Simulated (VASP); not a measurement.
# Si (Cmce) in VASP: a series of runs, part 2 of 2

VASP 6.6.1. Earlier steps stand in the parts before.

## 3. Single point, PBE

This run uses another cell than the first one: it holds 6 atoms, not 12.

The input, INCAR:

```
SYSTEM = Si
PREC     = Accurate       ! precision mode
ENCUT    = 520            ! plane-wave cutoff, eV
EDIFF    = 1E-7           ! SCF threshold, eV
ISMEAR   = 0              ! smearing method
SIGMA    = 0.1            ! smearing width, eV
LREAL    = .False.        ! projectors in reciprocal space
LASPH    = .True.         ! aspherical terms in the spheres
NELM     = 100            ! most SCF steps
ALGO     = Normal         ! electronic algorithm
ISIF     = 2              ! what is computed and relaxed
LWAVE    = .False.        ! write WAVECAR
LCHARG   = .True.         ! write CHGCAR
GGA      = PE             ! functional
LELF     = .True.         ! ELF
LVHAR    = .True.       
NBANDS   = 21             ! bands
```

The input, KPOINTS:

```
Automatic mesh
0
Gamma
  12 12 6
  0 0 0
```

The input, POSCAR:

```
Si
1.0
    1.7896543649     -3.4185129551      0.0000000000
    1.7896543649      3.4185129551      0.0000000000
    0.0000000000      0.0000000000      8.3693844704
Si
6
Direct
    0.7003025319      0.2996974681      0.3463205732
    0.2003025319      0.7996974681      0.1536794268
    0.7996974681      0.2003025319      0.8463205732
    0.2996974681      0.7003025319      0.6536794268
    0.5000000000      0.5000000000      0.0000000000
    0.0000000000      0.0000000000      0.5000000000
```

Potentials or basis: VASP PAW PBE potentials, release 64 (Si).

Started as:

```console
cat potpaw_PBE.64/Si/POTCAR > POTCAR
mpirun -np 1 vasp_std > vasp.out
```

OUTCAR:

```text
SYSTEM = Si
   PREC = Accurate
   ENCUT = 520
   EDIFF = 1E-7
   ISMEAR = 0
   LREAL = .False.
   LASPH = .True.
   NELM = 100
   ISIF = 2
   GGA = PE

 ion  position               nearest neighbor table
   1  0.700  0.300  0.346-   2 2.41   2 2.41   6 2.42   6 2.59   6 2.59
   2  0.200  0.800  0.154-   1 2.41   1 2.41   5 2.42   5 2.59   5 2.59
   3  0.800  0.200  0.846-   4 2.41   4 2.41   5 2.42   5 2.59   5 2.59
   4  0.300  0.700  0.654-   3 2.41   3 2.41   6 2.42   6 2.59   6 2.59
   5  0.500  0.500  0.000-   2 2.42   3 2.42   2 2.59   3 2.59   2 2.59   3 2.59
   6  0.000  0.000  0.500-   1 2.42   4 2.42   1 2.59   4 2.59   1 2.59   4 2.59

  LATTYP: Found a base centered orthorhombic cell.
 ALAT       =     3.5793087298
 B/A-ratio  =     1.9101526094
 C/A-ratio  =     2.3382683926

  Lattice vectors:

 A1 = (   1.7896543649,  -3.4185129551,   0.0000000000)
 A2 = (   1.7896543649,   3.4185129551,   0.0000000000)
 A3 = (   0.0000000000,   0.0000000000,   8.3693844704)

Analysis of symmetry for initial positions (statically):
=====================================================================
 Subroutine PRICEL returns:
[... 179 lines left out ...]

  energy without entropy =      -30.40281944  energy(sigma->0) =      -30.40689678

 E-fermi :   7.7782     XC(G=0): -10.3275

 val. band max:        7.7759801256   @ k =   0.0833   0.0833   0.0000
 cond. band min:       7.7968741630   @ k =  -0.0833   0.0833   0.3333
 fundamental gap:      0.0208940374
 Fermi energy:         7.7781838727

 k-point     1 :       0.0000    0.0000    0.0000
  band No.  band energies     occupation
      1      -5.2984      2.00000
      2      -3.5900      2.00000
      3      -2.9727      2.00000
      4       2.3713      2.00000
      5       2.5682      2.00000
      6       5.7103      2.00000
[... 565 lines left out ...]
     20      13.0831      0.00000
     21      14.3881      0.00000

 [... further k-points ...]
[... 5 lines left out ...]
  --------------------------------------------------------------------------------------
  -------------------------------------------------------------------------------------
  Total       -0.0403177     -0.0337551     -0.0430984      0.0000000      0.0000000      0.0000000
  in kB       -0.6307778     -0.5281044     -0.6742818      0.0000000      0.0000000      0.0000000
  external PRESSURE =      -0.6110546 kB  Pullay stress =       0.0000000 kB

 VOLUME and BASIS-vectors are now :
 -----------------------------------------------------------------------------
  energy-cutoff  :      520.00
  volume of cell :      102.41
      direct lattice vectors                 reciprocal lattice vectors
     1.789654365 -3.418512955  0.000000000     0.279383556 -0.146262427  0.000000000
     1.789654365  3.418512955  0.000000000     0.279383556  0.146262427  0.000000000
     0.000000000  0.000000000  8.369384470     0.000000000  0.000000000  0.119483100

 POSITION                                       TOTAL-FORCE (eV/Angst)
 -----------------------------------------------------------------------------------
      1.78965     -1.36947      2.89849        -0.000000     -0.003419     -0.001894
      1.78965      2.04904      1.28620        -0.000000     -0.003419      0.001894
      1.78965     -2.04904      7.08318        -0.000000      0.003419     -0.001894
      1.78965      1.36947      5.47089        -0.000000      0.003419      0.001894
      1.78965      0.00000      0.00000        -0.000000     -0.000000      0.000000
      0.00000      0.00000      4.18469         0.000000     -0.000000      0.000000
 -----------------------------------------------------------------------------------
    total drift:                                0.000000     -0.000000     -0.000000

  FREE ENERGIE OF THE ION-ELECTRON SYSTEM (eV)
  ---------------------------------------------------
  free  energy   TOTEN  =       -30.4109741177 eV

  energy  without entropy=      -30.4028194387  energy(sigma->0) =      -30.40689678
```

OSZICAR:

```text
N       E                     dE             d eps       ncg     rms          rms(c)
DAV:   1     0.415873364520E+02    0.41587E+02   -0.95159E+03  7224   0.958E+02
DAV:   2    -0.275020528880E+02   -0.69089E+02   -0.66495E+02  9097   0.140E+02
DAV:   3    -0.305099827741E+02   -0.30079E+01   -0.29559E+01  9495   0.251E+01
DAV:   4    -0.305441533264E+02   -0.34171E-01   -0.34120E-01  8976   0.325E+00
DAV:   5    -0.305445610093E+02   -0.40768E-03   -0.40765E-03  9254   0.348E-01    0.705E+00
DAV:   6    -0.304519796917E+02    0.92581E-01   -0.50850E-02  8873   0.100E+00    0.416E+00
DAV:   7    -0.304109662879E+02    0.41013E-01   -0.90664E-02  8799   0.137E+00    0.307E-01
DAV:   8    -0.304108286164E+02    0.13767E-03   -0.10058E-02  8530   0.504E-01    0.184E-01
DAV:   9    -0.304109713769E+02   -0.14276E-03   -0.39368E-04  8948   0.113E-01    0.927E-02
DAV:  10    -0.304109737173E+02   -0.23404E-05   -0.84168E-05  8846   0.451E-02    0.217E-02
DAV:  11    -0.304109740465E+02   -0.32919E-06   -0.12436E-05  9310   0.172E-02    0.108E-02
DAV:  12    -0.304109743169E+02   -0.27040E-06   -0.15210E-06  8902   0.615E-03    0.621E-03
DAV:  13    -0.304109741231E+02    0.19384E-06   -0.26531E-07  7989   0.272E-03    0.142E-03
DAV:  14    -0.304109741177E+02    0.54329E-08   -0.24850E-08  5087   0.897E-04
   1 F= -.30410974E+02 E0= -.30406897E+02  d E =-.815468E-02
```

stdout:

```text
POSCAR found type information on POSCAR Si
 POSCAR found :  1 types and       6 ions
 scaLAPACK will be used
 LDA part: xc-table for (Slater+PW92), standard interpolation
 POSCAR, INCAR and KPOINTS ok, starting setup
 FFT: planning ... GRIDC
 FFT: planning ... GRID_SOFT
 FFT: planning ... GRID
 WAVECAR not read
 entering main loop
```

Run time: 5.4 min. Hardware: 1 thread of Intel Xeon Platinum 8488C (Sapphire Rapids), shared host; peak memory 0.39 GiB.

Results:

* Free energy: -30.4110 eV
* Pressure: -0.1 GPa
* Largest force: 0.004 eV/Å
* Band gap on the k mesh: zero (bands 12 and 13 overlap by 2.29 eV)

Forces in eV/Å, atoms in the order of the input:
```
Si   0.000 -0.003 -0.002
Si   0.000 -0.003  0.002
Si   0.000  0.003 -0.002
Si   0.000  0.003  0.002
Si   0.000  0.000  0.000
Si   0.000  0.000  0.000
```

The gap in the log of VASP goes by the Fermi energy; the results here count the filled bands.